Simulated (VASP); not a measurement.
# ZnWO4 in VASP: notebook

Runs on ZnWO4. Level: PBE. Tasks: single point.

Program: VASP 6.6.1. These are calculated values, not measurements. Logs are shortened: lines on timing, memory, paths and dates and some standing lists are left out, and cuts for length are marked.

## (1) The cell of the first run

The cell holds an amorphous packing of atoms, 18 atoms: a = 6.331 Å, b = 5.929 Å, c = 6.259 Å, α = 90.59°, β = 90.65°, γ = 87.54°.

## (2) Single point, PBE

INCAR reads:

```
SYSTEM = ZnWO4
PREC = Accurate
ENCUT = 520
EDIFF = 1E-6
ISMEAR = -1
SIGMA = 0.2585
LREAL = Auto
LASPH = .True.
NELM = 60
ALGO = Normal
ISIF = 2
LWAVE = .False.
LCHARG = .False.
GGA = PE
NBANDS = 90
ISYM = 0
```

KPOINTS reads:

```
regular mesh
0
Gamma
  1 1 1
  0 0 0
```

POSCAR reads:

```
ZnWO4
1.0
    6.3295770000      0.1311510000     -0.0352210000
    0.1311510000      5.9276150000     -0.0312300000
   -0.0352210000     -0.0312300000      6.2590500000
W O Zn
3 12 3
Direct
    0.7628035235      0.5558542236      0.9774985070
    0.5772131629      0.5175133047      0.3910890575
    0.4907008605      0.0367296675      0.2492550854
    0.6016460799      0.4163499881      0.6948101048
    0.4325537820      0.2462155365      0.0346067355
    0.1768529871      0.3699167897      0.6040588333
    0.8020049232      0.6679258042      0.2944849040
    0.7214312058      0.1803415946      0.4070113830
    0.3077822393      0.6369404788      0.3096664908
    0.5236181174      0.8267316442      0.0180254484
    0.9015868315      0.7465373204      0.7974330210
    0.2272702603      0.0844320166      0.3391997983
    0.5496395189      0.7708510618      0.5323115380
    0.2754884157     -0.0781464655      0.8014864018
   -0.1149144307      0.3008529131      1.0136118477
    0.3219909689      0.4244854380      0.8357889015
    1.0651573578      0.0951023666      0.6393425447
    1.0312992957      0.6073209468      0.4516070371
```

Potentials or basis: VASP PAW PBE potentials, release 64 (W_sv, O, Zn).

Command:

```
> cat potpaw_PBE.64/W_sv/POTCAR potpaw_PBE.64/O/POTCAR potpaw_PBE.64/Zn/POTCAR > POTCAR
> mpirun -np 1 vasp_gam > vasp.out
```

OUTCAR:

```text
SYSTEM = ZnWO4
   PREC = Accurate
   ENCUT = 520
   EDIFF = 1E-6
   ISMEAR = -1
   LREAL = Auto
   LASPH = .True.
   NELM = 60
   ISIF = 2
   GGA = PE
   ISYM = 0

 ion  position               nearest neighbor table
   1  0.763  0.556  0.977-  15 1.68  11 1.86   7 2.10  10 2.17   4 2.20   2 2.87  16 3.05
   2  0.577  0.518  0.391-  13 1.74   7 1.82   9 1.89   4 2.00   8 2.16   1 2.87  18 2.97   3 3.05
                             3 3.24
   3  0.491  0.037  0.249-  12 1.78   5 1.86  10 1.91   8 1.97  13 2.40   9 2.71   2 3.05   2 3.24

   4  0.602  0.416  0.695-  16 1.99   2 2.00   1 2.20
   5  0.433  0.246  0.035-  16 1.76   3 1.86
   6  0.177  0.370  0.604-  16 1.74  17 1.82  18 1.91
   7  0.802  0.668  0.294-  18 1.77   2 1.82   1 2.10
   8  0.721  0.180  0.407-   3 1.97   2 2.16
   9  0.308  0.637  0.310-   2 1.89  18 1.99   3 2.71
  10  0.524  0.827  0.018-   3 1.91   1 2.17
  11  0.902  0.747  0.797-   1 1.86  18 2.45
  12  0.227  0.084  0.339-   3 1.78  17 2.15
  13  0.550  0.771  0.532-   2 1.74   3 2.40
  14  0.275  0.922  0.801-  17 1.93
  15  0.885  0.301  0.014-   1 1.68
  16  0.322  0.424  0.836-   6 1.74   5 1.76   4 1.99  17 2.85   1 3.05
  17  0.065  0.095  0.639-   6 1.82  14 1.93  12 2.15  16 2.85
  18  0.031  0.607  0.452-   7 1.77   6 1.91   9 1.99  11 2.45   2 2.97

IMPORTANT INFORMATION: All symmetrisations will be switched off!
NOSYMM: (Re-)initialisation of all symmetry stuff for point group C_1.

----------------------------------------------------------------------------------------

                                     Primitive cell

  volume of cell :     234.7142

  direct lattice vectors                    reciprocal lattice vectors
     6.329577000  0.131151000 -0.035221000     0.158065663 -0.003492676  0.000872042
     0.131151000  5.927615000 -0.031230000    -0.003492676  0.168783525  0.000822504
    -0.035221000 -0.031230000  6.259050000     0.000872042  0.000822504  0.159777666

  length of vectors
     6.331033573  5.929147956  6.259227008     0.158106650  0.168821662  0.159782163

  position of ions in fractional coordinates (direct lattice)
     0.762803523  0.555854224  0.977498507
     0.577213163  0.517513305  0.391089057
     0.490700860  0.036729667  0.249255085
     0.601646080  0.416349988  0.694810105
     0.432553782  0.246215537  0.034606735
     0.176852987  0.369916790  0.604058833
[... 10 lines left out ...]
     0.065157358  0.095102367  0.639342545
     0.031299296  0.607320947  0.451607037

  ion indices of the primitive-cell ions
   primitive index   ion index
                 1           1
                 2           2
                 3           3
                 4           4
                 5           5
                 6           6
[... 10 lines left out ...]
                17          17
                18          18

----------------------------------------------------------------------------------------

 KPOINTS: regular mesh

Automatic generation of k-mesh.
 Grid dimensions read from file:
 generate k-points for:    1    1    1

 Generating k-lattice:

  Cartesian coordinates                     Fractional coordinates (reciprocal lattice)
     0.158065663 -0.003492676  0.000872042     1.000000000  0.000000000  0.000000000
    -0.003492676  0.168783525  0.000822504     0.000000000  1.000000000 -0.000000000
     0.000872042  0.000822504  0.159777666     0.000000000  0.000000000  1.000000000

  Length of vectors
     0.158106650  0.168821662  0.159782163

  Shift w.r.t. Gamma in fractional coordinates (k-lattice)
     0.000000000  0.000000000  0.000000000

 Subroutine IBZKPT returns following result:
 ===========================================

 Found      1 irreducible k-points:

 Following reciprocal coordinates:
            Coordinates               Weight
  0.000000  0.000000  0.000000      1.000000
   k-points           NKPTS =      1   k-points in BZ     NKDIM =      1   number of bands    NBANDS=     90
   number of dos      NEDOS =    301   number of ions     NIONS =     18
   total plane-waves  NPLWV = 110592
   dimension x,y,z NGX =    48 NGY =   48 NGZ =   48
   dimension x,y,z NGXF=    96 NGYF=   96 NGZF=   96
   ions per type =               3  12   3
   NGX,Y,Z   is equivalent  to a cutoff of  12.60, 13.46, 12.75 a.u.
   NGXF,Y,Z  is equivalent  to a cutoff of  25.21, 26.92, 25.50 a.u.
 SYSTEM =  ZnWO4
   PREC   = accura    normal or accurate (medium, high low for compatibility)
   ISTART =      0    job   : 0-new  1-cont  2-samecut
   ICHARG =      2    charge: 1-file 2-atom 10-const
   ISPIN  =      1    spin polarized calculation?
   LNONCOLLINEAR =      F non collinear calculations
   LSORBIT =      F    spin-orbit coupling
   LASPH  =      T    aspherical Exc in radial PAW
   ENCUT  =  520.0 eV  38.22 Ry    6.18 a.u.  11.77 11.02 11.64*2*pi/ulx,y,z
   NELM   =     60;   NELMIN=  2; NELMDL= -5     # of ELM steps
   EDIFF  = 0.1E-05   stopping-criterion for ELM
   LREAL  =      T    real-space projection
   EDIFFG = 0.1E-04   stopping-criterion for IOM
   NSW    =      0    number of steps for IOM
   IBRION =     -1    ionic relax: 0-MD 1-quasi-New 2-CG
   NFREE  =      0    steps in history (QN), initial steepest desc. (CG)
   ISIF   =      2    stress and relaxation
   ISYM   =      0    0-nonsym 1-usesym 2-fastsym
   POTIM  = 0.5000    time-step for ionic-motion
   TEBEG  =    0.0;   TEEND  =   0.0 temperature during run
   PSTRESS=    0.0 pullay stress
   NELECT =     150.0000    total number of electrons
   NUPDOWN=      -1.0000    fix difference up-down
   EMIN   =  10.00;   EMAX   =-10.00  energy-range for DOS
   EFERMI =   0.00;   METHOD = LEGACY
   ISMEAR =    -1;   SIGMA  =   0.26  broadening in eV -4-tet -1-fermi 0-gaus
   EFERMI_NEDOS =   21; number of points for ismear=-14 and -15
   IALGO  =     38    algorithm
   IMIX   =      4    mixing-type and parameters
     AMIX     =   0.40;   BMIX     =  1.00
     AMIX_MAG =   1.60;   BMIX_MAG =  1.00
  volume/ion in A,a.u.               =      13.04        88.00
  Fermi-wavevector in a.u.,A,eV,Ry     =   1.410129  2.664757 27.054683  1.988463
  Thomas-Fermi vector in A             =   2.532114
   LORBIT       =      0    0 simple, 1 ext, 2 COOP (PROOUT), +10 PAW based schemes
   GGA     = PE    functional components
   LHFCALC =     F    Hartree Fock is set to
   AEXX    =    0.0000 exact exchange contribution
   IVDW    =     0    specifies the selected vdW correction
   LEPSILON=     F    determine dielectric tensor
   LRPA    =     F    only Hartree local field effects (RPA)
 non-spin polarized calculation
  energy-cutoff  :      520.00
  volume of cell :      234.71
 maximum number of plane-waves:      3154
 NGX is ok and might be reduce to    48
   NGX = 23   NGY = 23   NGZ = 23

 number of electron     150.0000015 magnetization

 Free energy of the ion-electron system (eV)
  ---------------------------------------------------
  ext. energy  EPLUGINS =         0.00000000
  ---------------------------------------------------
  free energy    TOTEN  =      -120.06380118 eV

  energy without entropy =     -118.89355609  energy(sigma->0) =     -119.47867863

 E-fermi :   2.9427     XC(G=0): -10.3047

 val. band max:        2.5730570615   @ k =   0.0000   0.0000   0.0000
 cond. band min:       3.0502311860   @ k =   0.0000   0.0000   0.0000
 fundamental gap:      0.4771741245
 Fermi energy:         2.9427198915

 k-point     1 :       0.0000    0.0000    0.0000
  band No.  band energies     occupation
      1     -72.9117      2.00000
      2     -72.8916      2.00000
      3     -72.8653      2.00000
      4     -37.4928      2.00000
      5     -37.3866      2.00000
      6     -37.3486      2.00000
[... 79 lines left out ...]
     86       6.6215      0.00000
     87       6.8466      0.00000
 [bands above 87 left out]

------------------------ aborting loop because EDIFF is reached ----------------------------------------

  FORCE on cell =-STRESS in cart. coord.  units (eV):
  Direction    XX          YY          ZZ          XY          YZ          ZX
  --------------------------------------------------------------------------------------
  -------------------------------------------------------------------------------------
  Total       13.5176940     12.8366936      7.8509713      4.3318788     -0.0970026     -2.5920463
  in kB       92.2728083     87.6242477     53.5913273     29.5697344     -0.6621468    -17.6935053
  external PRESSURE =      77.8294611 kB  Pullay stress =       0.0000000 kB

 VOLUME and BASIS-vectors are now :
 -----------------------------------------------------------------------------
  energy-cutoff  :      520.00
  volume of cell :      234.71
      direct lattice vectors                 reciprocal lattice vectors
     6.329577000  0.131151000 -0.035221000     0.158065663 -0.003492676  0.000872042
     0.131151000  5.927615000 -0.031230000    -0.003492676  0.168783525  0.000822504
    -0.035221000 -0.031230000  6.259050000     0.000872042  0.000822504  0.159777666

 POSITION                                       TOTAL-FORCE (eV/Angst)
 -----------------------------------------------------------------------------------
      4.86670      3.36441      6.07399        -2.038289      4.870699     -5.013261
      3.70761      3.13111      2.41135        -5.967929     -0.936003      2.748054
      3.10197      0.27429      1.54167        -1.269139     -1.621065     -1.076522
      3.83830      2.52517      4.31466         1.586992      0.411064      1.443510
      2.76895      1.51512      0.19368         2.073233     -0.061347      3.822736
      1.14664      2.19705      3.76305        -2.129565      1.796518     -1.233550
[... 10 lines left out ...]
      0.40237      0.55231      3.99641        -0.054692     -1.849926      0.399943
      0.26186      3.58997      2.80656         3.122454     -0.473676      1.581985
 -----------------------------------------------------------------------------------
    total drift:                                0.004612      0.000190     -0.001198

  FREE ENERGIE OF THE ION-ELECTRON SYSTEM (eV)
  ---------------------------------------------------
  free  energy   TOTEN  =      -120.0638011774 eV

  energy  without entropy=     -118.8935560896  energy(sigma->0) =     -119.47867863
```

Run time: 39 s. Hardware: 1 thread of AMD EPYC 9R45 (Zen 5), shared host; peak memory 0.28 GiB.

Results:

| Item | Value |
| --- | --- |
| Free energy | -120.0638 eV |
| Pressure | 7.8 GPa |
| Largest force | 7.281 eV/Å |
| Band gap on the k mesh | 0.48 eV |

Forces on the atoms (eV/Å):
```
W   -2.038  4.871 -5.013
W   -5.968 -0.936  2.748
W   -1.269 -1.621 -1.077
O    1.587  0.411  1.444
O    2.073 -0.061  3.823
O   -2.130  1.797 -1.234
O    2.933  0.564 -4.149
O   -1.935  0.209 -1.456
O    0.031 -2.537 -1.589
O    1.825 -0.881  1.999
O   -0.167 -1.605  1.364
O    1.017 -1.155 -0.409
O    0.791  4.098  1.860
O   -1.542 -0.145 -0.929
O    1.899 -2.370  0.192
Zn  -0.175  1.686  0.444
Zn  -0.055 -1.850  0.400
Zn   3.122 -0.474  1.582
```

Stress tensor (GPa, compression positive):
```
 9.23  2.96 -1.77
 2.96  8.76 -0.07
-1.77 -0.07  5.36
```

Caveat: the k points lie up to 1.06 Å⁻¹ apart; spin-orbit coupling is left out, which moves the levels of the heavy elements.

[end of part 1 of 2]
